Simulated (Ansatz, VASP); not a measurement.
## HgTe: VASP beside Ansatz

Contents of INCAR:

```
  PREC = Accurate
  ENCUT = 520
  EDIFF = 1E-8
  ISMEAR = -1
  SIGMA = 0.05
  LREAL = F
  LASPH = T
  NELM = 60
  ALGO = Normal
  ISIF = 2
  LWAVE = F
  LCHARG = F
  GGA = PS
  LEFG = T
  NBANDS = 16
```

KPOINTS

```
Automatic mesh
0
Gamma
  9 9 9
```

The input POSCAR:

```
HgTe
1.0
    0.0000000000      3.2235000000      3.2235000000
    3.2235000000      0.0000000000      3.2235000000
    3.2235000000      3.2235000000      0.0000000000
Hg Te
1 1
Direct
    0.0000000000      0.0000000000      0.0000000000
    0.7500000000      0.7500000000      0.7500000000
```

Input for Ansatz:

```yaml
crystal:
  lattice:
    - [0.0, 3.2235, 3.2235]
    - [3.2235, 0.0, 3.2235]
    - [3.2235, 3.2235, 0.0]
  atoms:
    - { symbol: Hg, position: [0.0, 0.0, 0.0] }
    - { symbol: Te, position: [0.75, 0.75, 0.75] }
kpoints:
  mp_grid: { grid: [9, 9, 9] }
  band_path:
    path:
      - [0.0, 0.0, 0.0]
      - [-0.5, -0.5, 0.0]
      - [-0.375, -0.375, 0.25]
      - [-0.375, 0.0, 0.375]
      - [0.0, 0.0, 0.0]
      - [0.0, 0.0, 0.5]
      - [-0.5, -0.25, 0.25]
      - [-0.5, -0.5, 0.0]
    npoints: 14
scf:
  occupations: { method: fermi_dirac, width: 0.05 }
hamiltonian:
  xc: pbesol
  pseudopotentials: { kind: paw }
output:
  forces: true
  stress: true
  eigenvalues: true
  efg: { contact_densities: true }
  populations: true
  bader: true
  dos: { projected: true, de: 0.2, e_range: [-14, 8] }
  write_density: true
  write_potential: true
  elf: true
  volumetric_format: npy
```

Alike in both runs: task electric field gradients; functional PBEsol; k mesh 9 × 9 × 9; occupations fermi-dirac, width 0.05 eV; no spin polarisation.

|  | VASP | Ansatz |
| --- | --- | --- |
| version | VASP 6.6.1 | Ansatz 0.2.0 |
| potentials or method | VASP PAW PBE potentials, release 64 (Hg, Te) | PAW with Ansatz's default frozen-core files, scalar-relativistic |
| plane-wave cutoff (eV) | 520 | 420 |
| valence electrons in the cell | 18 | 36 |

|  | VASP | Ansatz | Ansatz less VASP |
| --- | --- | --- | --- |
| pressure (GPa) | 1.4 | 1.3 | -0.13 |

VASP's potentials were made for PBE, not for PBEsol. VASP's potentials hold 18 valence electrons a cell and Ansatz's 36, so a difference there can come from the potentials and not from the codes.

Neither program's run includes spin-orbit coupling.
